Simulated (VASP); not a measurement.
# MgO (Fm-3m) in VASP: notebook

MgO is run at these levels: LDA, PBEsol; tasks: single point.

All numbers are computed with VASP 6.6.1; they aren't measurements. Logs are shortened: lines on timing, memory, paths and dates and some standing lists are left out, and cuts for length are marked.

### Step 1. The cell of the first run

Symmetry: Fm-3m, No. 225, cubic system. Conventional cell: a = 4.194 Å, b = 4.194 Å, c = 4.194 Å, α = 90.00°, β = 90.00°, γ = 90.00°. Within 2.8 Å of Mg (site symmetry m-3m) lie 6 O at 2.10 Å. Within 2.8 Å of O (site symmetry m-3m) lie 6 Mg at 2.10 Å.

### Step 2. Single point, LDA

Contents of INCAR:

```
PREC = Accurate ; ENCUT = 520
EDIFF = 1E-7 ; ISMEAR = -5
SIGMA = 0.05 ; LREAL = F
LASPH = T ; NELM = 100
ALGO = Normal ; ISIF = 2
LWAVE = F ; LCHARG = T
GGA = CA ; LELF = T
LVHAR = T ; NBANDS = 11
```

Contents of KPOINTS:

```
Automatic mesh
0
Gamma
  11 11 11
```

Contents of POSCAR:

```
MgO
1.0
    0.0000000000      2.0970013927      2.0970013927
    2.0970013927      0.0000000000      2.0970013927
    2.0970013927      2.0970013927      0.0000000000
Mg O
1 1
Direct
    0.0000000000      0.0000000000      0.0000000000
    0.5000000000      0.5000000000      0.5000000000
```

Potentials or basis: VASP PAW LDA potentials, release 64 (Mg, O).

Started as:

```bash
$ cat potpaw_LDA.64/Mg/POTCAR potpaw_LDA.64/O/POTCAR > POTCAR
$ mpirun -np 1 vasp_std > vasp.out
```

OUTCAR:

```text
PREC = Accurate
   ENCUT = 520
   EDIFF = 1E-7
   ISMEAR = -5
   LREAL = F
   LASPH = T
   NELM = 100
   ISIF = 2
   GGA = CA

 ion  position               nearest neighbor table
   1  0.000  0.000  0.000-   2 2.10   2 2.10   2 2.10   2 2.10   2 2.10   2 2.10
   2  0.500  0.500  0.500-   1 2.10   1 2.10   1 2.10   1 2.10   1 2.10   1 2.10

  LATTYP: Found a face centered cubic cell.
 ALAT       =     4.1940027854

  Lattice vectors:

 A1 = (   0.0000000000,   2.0970013927,   2.0970013927)
 A2 = (   2.0970013927,   0.0000000000,   2.0970013927)
 A3 = (   2.0970013927,   2.0970013927,   0.0000000000)

Analysis of symmetry for initial positions (statically):
=====================================================================
 Subroutine PRICEL returns:
 Original cell was already a primitive cell.

 Routine SETGRP: Setting up the symmetry group for a
 face centered cubic supercell.

 Subroutine GETGRP returns: Found 48 space group operations
 (whereof 48 operations were pure point group operations)
 out of a pool of 48 trial point group operations.

The static configuration has the point symmetry O_h .

Analysis of symmetry for dynamics (positions and initial velocities):
=====================================================================
 Subroutine PRICEL returns:
 Original cell was already a primitive cell.

 Routine SETGRP: Setting up the symmetry group for a
 face centered cubic supercell.

 Subroutine GETGRP returns: Found 48 space group operations
 (whereof 48 operations were pure point group operations)
 out of a pool of 48 trial point group operations.

The dynamic configuration has the point symmetry O_h .

 Subroutine INISYM returns: Found 48 space group operations
 (whereof 48 operations are pure point group operations),
 and found     1 'primitive' translations

----------------------------------------------------------------------------------------

                                     Primitive cell

  volume of cell :      18.4428

  direct lattice vectors                    reciprocal lattice vectors
     0.000000000  2.097001393  2.097001393    -0.238435702  0.238435702  0.238435702
     2.097001393  0.000000000  2.097001393     0.238435702 -0.238435702  0.238435702
     2.097001393  2.097001393  0.000000000     0.238435702  0.238435702 -0.238435702

  length of vectors
     2.965607810  2.965607810  2.965607810     0.412982751  0.412982751  0.412982751

  position of ions in fractional coordinates (direct lattice)
     0.000000000  0.000000000  0.000000000
     0.500000000  0.500000000  0.500000000

  ion indices of the primitive-cell ions
   primitive index   ion index
                 1           1
                 2           2

----------------------------------------------------------------------------------------

 KPOINTS: Automatic mesh

Automatic generation of k-mesh.
 Grid dimensions read from file:
 generate k-points for:   11   11   11

 Generating k-lattice:

  Cartesian coordinates                     Fractional coordinates (reciprocal lattice)
    -0.021675973  0.021675973  0.021675973     0.090909091  0.000000000  0.000000000
     0.021675973 -0.021675973  0.021675973     0.000000000  0.090909091  0.000000000
     0.021675973  0.021675973 -0.021675973     0.000000000  0.000000000  0.090909091

  Length of vectors
     0.037543886  0.037543886  0.037543886

  Shift w.r.t. Gamma in fractional coordinates (k-lattice)
     0.000000000  0.000000000  0.000000000

 TETIRR: Found    201 inequivalent tetrahedra from     7986

 Subroutine IBZKPT returns following result:
 ===========================================

 Found     56 irreducible k-points:

 Following reciprocal coordinates:
            Coordinates               Weight
  0.000000  0.000000  0.000000      1.000000
  0.090909  0.000000  0.000000      8.000000
  0.181818  0.000000  0.000000      8.000000
  0.272727  0.000000  0.000000      8.000000
  0.363636  0.000000  0.000000      8.000000
  0.454545  0.000000  0.000000      8.000000
[... 16 lines left out ...]
 -0.272727  0.181818  0.000000     24.000000
 -0.181818  0.181818  0.000000     12.000000
 [... further k-points ...]
   k-points           NKPTS =     56   k-points in BZ     NKDIM =     56   number of bands    NBANDS=     11
   number of dos      NEDOS =    301   number of ions     NIONS =      2
   total plane-waves  NPLWV =  13824
   dimension x,y,z NGX =    24 NGY =   24 NGZ =   24
   dimension x,y,z NGXF=    48 NGYF=   48 NGZF=   48
   ions per type =               1   1
   NGX,Y,Z   is equivalent  to a cutoff of  13.45, 13.45, 13.45 a.u.
   NGXF,Y,Z  is equivalent  to a cutoff of  26.91, 26.91, 26.91 a.u.
 SYSTEM =  unknown system
   PREC   = accura    normal or accurate (medium, high low for compatibility)
   ISTART =      0    job   : 0-new  1-cont  2-samecut
   ICHARG =      2    charge: 1-file 2-atom 10-const
   ISPIN  =      1    spin polarized calculation?
   LNONCOLLINEAR =      F non collinear calculations
   LSORBIT =      F    spin-orbit coupling
   LASPH  =      T    aspherical Exc in radial PAW
   ENCUT  =  520.0 eV  38.22 Ry    6.18 a.u.   5.51  5.51  5.51*2*pi/ulx,y,z
   NELM   =    100;   NELMIN=  2; NELMDL= -5     # of ELM steps
   EDIFF  = 0.1E-06   stopping-criterion for ELM
   LREAL  =      F    real-space projection
   EDIFFG = 0.1E-05   stopping-criterion for IOM
   NSW    =      0    number of steps for IOM
   IBRION =     -1    ionic relax: 0-MD 1-quasi-New 2-CG
   NFREE  =      0    steps in history (QN), initial steepest desc. (CG)
   ISIF   =      2    stress and relaxation
   ISYM   =      2    0-nonsym 1-usesym 2-fastsym
   POTIM  = 0.5000    time-step for ionic-motion
   TEBEG  =    0.0;   TEEND  =   0.0 temperature during run
   PSTRESS=    0.0 pullay stress
   NELECT =       8.0000    total number of electrons
   NUPDOWN=      -1.0000    fix difference up-down
   EMIN   =  10.00;   EMAX   =-10.00  energy-range for DOS
   EFERMI =   0.00;   METHOD = LEGACY
   ISMEAR =    -5;   SIGMA  =   0.05  broadening in eV -4-tet -1-fermi 0-gaus
   EFERMI_NEDOS =   21; number of points for ismear=-14 and -15
   IALGO  =     38    algorithm
   IMIX   =      4    mixing-type and parameters
     AMIX     =   0.40;   BMIX     =  1.00
     AMIX_MAG =   1.60;   BMIX_MAG =  1.00
  volume/ion in A,a.u.               =       9.22        62.23
  Fermi-wavevector in a.u.,A,eV,Ry     =   1.239261  2.341864 20.895389  1.535768
  Thomas-Fermi vector in A             =   2.373752
   LORBIT       =      0    0 simple, 1 ext, 2 COOP (PROOUT), +10 PAW based schemes
   GGA     = CA    functional components
   LHFCALC =     F    Hartree Fock is set to
   AEXX    =    0.0000 exact exchange contribution
   IVDW    =     0    specifies the selected vdW correction
   LEPSILON=     F    determine dielectric tensor
   LRPA    =     F    only Hartree local field effects (RPA)
 non-spin polarized calculation
 Fermi weights with tetrahedron method with Bloechl corrections
  energy-cutoff  :      520.00
  volume of cell :       18.44
 maximum number of plane-waves:       531
 NGX is ok and might be reduce to    24
   NGX = 11   NGY = 11   NGZ = 11

 number of electron       8.0000004 magnetization

 Free energy of the ion-electron system (eV)
  ---------------------------------------------------
  ext. energy  EPLUGINS =         0.00000000
  ---------------------------------------------------
  free energy    TOTEN  =       -13.43462955 eV

  energy without entropy =      -13.43462955  energy(sigma->0) =      -13.43462955

 E-fermi :   2.9937     XC(G=0): -11.6542

 val. band max:        2.9790944477   @ k =   0.0000   0.0000   0.0000
 cond. band min:       7.7622002402   @ k =   0.0000   0.0000   0.0000
 fundamental gap:      4.7831057925
 Fermi energy:         2.9936769271

 k-point     1 :       0.0000    0.0000    0.0000
  band No.  band energies     occupation
      1     -14.0914      2.00000
      2       2.9791      2.00000
      3       2.9791      2.00000
      4       2.9791      2.00000
      5       7.7622      0.00000
      6      18.5744      0.00000
      7      18.5744      0.00000
      8      18.5744      0.00000
      9      22.6329      0.00000
     10      24.2920      0.00000
     11      24.2920      0.00000

 k-point     2 :       0.0909    0.0000    0.0000
  band No.  band energies     occupation
      1     -13.9979      2.00000
      2       2.4198      2.00000
      3       2.9203      2.00000
      4       2.9203      2.00000
      5       8.2893      0.00000
      6      17.5022      0.00000
      7      18.7788      0.00000
      8      18.7788      0.00000
      9      23.6490      0.00000
     10      23.6490      0.00000
     11      24.0712      0.00000

 k-point     3 :       0.1818    0.0000    0.0000
  band No.  band energies     occupation
      1     -13.7360      2.00000
      2       1.2260      2.00000
      3       2.7672      2.00000
      4       2.7672      2.00000
      5       9.3479      0.00000
      6      16.0747      0.00000
      7      19.2321      0.00000
      8      19.2321      0.00000
      9      22.9202      0.00000
     10      22.9202      0.00000
     11      25.1598      0.00000
[... 267 lines left out ...]
 k-point    23 :      -0.2727    0.1818    0.0000
  band No.  band energies     occupation
      1     -12.9190      2.00000
      2      -0.6195      2.00000
      3       1.3710      2.00000
      4       2.3954      2.00000
      5      11.8485      0.00000
      6      14.7512      0.00000
      7      17.4809      0.00000
      8      20.1845      0.00000
      9      22.3749      0.00000
     10      24.1907      0.00000
     11      27.5296      0.00000

 k-point    24 :      -0.1818    0.1818    0.0000
  band No.  band energies     occupation
      1     -13.2524      2.00000
      2       0.0563      2.00000
      3       1.8236      2.00000
      4       2.5895      2.00000
      5      11.0238      0.00000
      6      14.8742      0.00000
      7      18.2945      0.00000
      8      20.7751      0.00000
      9      20.8053      0.00000
     10      24.0657      0.00000
     11      27.3557      0.00000

 [... further k-points ...]

------------------------ aborting loop because EDIFF is reached ----------------------------------------

  FORCE on cell =-STRESS in cart. coord.  units (eV):
  Direction    XX          YY          ZZ          XY          YZ          ZX
  --------------------------------------------------------------------------------------
  -------------------------------------------------------------------------------------
  Total       -0.6647918     -0.6647918     -0.6647918      0.0000000      0.0000000      0.0000000
  in kB      -57.7524054    -57.7524054    -57.7524054      0.0000000      0.0000000      0.0000000
  external PRESSURE =     -57.7524054 kB  Pullay stress =       0.0000000 kB

 VOLUME and BASIS-vectors are now :
 -----------------------------------------------------------------------------
  energy-cutoff  :      520.00
  volume of cell :       18.44
      direct lattice vectors                 reciprocal lattice vectors
     0.000000000  2.097001393  2.097001393    -0.238435702  0.238435702  0.238435702
     2.097001393  0.000000000  2.097001393     0.238435702 -0.238435702  0.238435702
     2.097001393  2.097001393  0.000000000     0.238435702  0.238435702 -0.238435702

 POSITION                                       TOTAL-FORCE (eV/Angst)
 -----------------------------------------------------------------------------------
      0.00000      0.00000      0.00000        -0.000000     -0.000000      0.000000
      2.09700      2.09700      2.09700         0.000000      0.000000      0.000000
 -----------------------------------------------------------------------------------
    total drift:                               -0.000000     -0.000000      0.000000

  FREE ENERGIE OF THE ION-ELECTRON SYSTEM (eV)
  ---------------------------------------------------
  free  energy   TOTEN  =       -13.4346295450 eV

  energy  without entropy=      -13.4346295450  energy(sigma->0) =      -13.43462955
```

Run time: 10 s. Hardware: 1 thread of AMD EPYC 7R13 (Zen 3), shared host; peak memory 0.1 GiB.

Results:

```yaml
Free_energy: -13.4346 eV
Pressure: -5.8 GPa
Band_gap_on_the_k_mesh: 4.78 eV, direct
```

Levels at points of the mesh, in eV from the valence-band top:
| k point | band 1 | band 2 | band 3 | band 4 | band 5 | band 6 | band 7 | band 8 |
| --- | --- | --- | --- | --- | --- | --- | --- | --- |
| (0.00, 0.00, 0.00) | -17.07 | 0.00 | 0.00 | 0.00 | 4.78 | 15.60 | 15.60 | 15.60 |

### Step 3. Single point, LDA (volume scaled by 1.04)

Contents of INCAR:

```
SYSTEM = MgO
ALGO     = Normal         ! electronic algorithm
EDIFF    = 1E-6           ! SCF threshold, eV
ENCUT    = 520            ! plane-wave cutoff, eV
GGA      = CA             ! functional
ISIF     = 2              ! what is computed and relaxed
ISMEAR   = -5             ! smearing method
LASPH    = .True.         ! aspherical terms in the spheres
LCHARG   = .False.        ! write CHGCAR
LREAL    = .False.        ! projectors in reciprocal space
LWAVE    = .False.        ! write WAVECAR
NBANDS   = 11             ! bands
NELM     = 60             ! most SCF steps
PREC     = Accurate       ! precision mode
SIGMA    = 0.05           ! smearing width, eV
```

Contents of KPOINTS:

```
k-points
0
Gamma
  11 11 11
  0 0 0
```

Contents of POSCAR:

```
MgO
1.0
    0.0000000000      2.1245966808      2.1245966808
    2.1245966808      0.0000000000      2.1245966808
    2.1245966808      2.1245966808      0.0000000000
Mg O
1 1
Direct
    0.0000000000      0.0000000000      0.0000000000
    0.5000000000      0.5000000000      0.5000000000
```

Potentials or basis: VASP PAW LDA potentials, release 64 (Mg, O).

Started as:

```bash
$ cat potpaw_LDA.64/Mg/POTCAR potpaw_LDA.64/O/POTCAR > POTCAR
$ mpirun -np 1 vasp_std > vasp.out
```

Run time: 9.5 s. Hardware: 1 thread of AMD EPYC 7R13 (Zen 3), shared host; peak memory 0.1 GiB.

Results (log left out):

```yaml
Free_energy: -13.3956 eV
Pressure: -11.4 GPa
Band_gap_on_the_k_mesh: 4.40 eV, direct
```

Levels at points of the mesh, in eV from the valence-band top:
```csv
k point,band 1,band 2,band 3,band 4,band 5,band 6,band 7,band 8
"(0.00, 0.00, 0.00)",-16.87,0.00,0.00,0.00,4.40,15.38,15.38,15.38
```

[end of part 1 of 2]
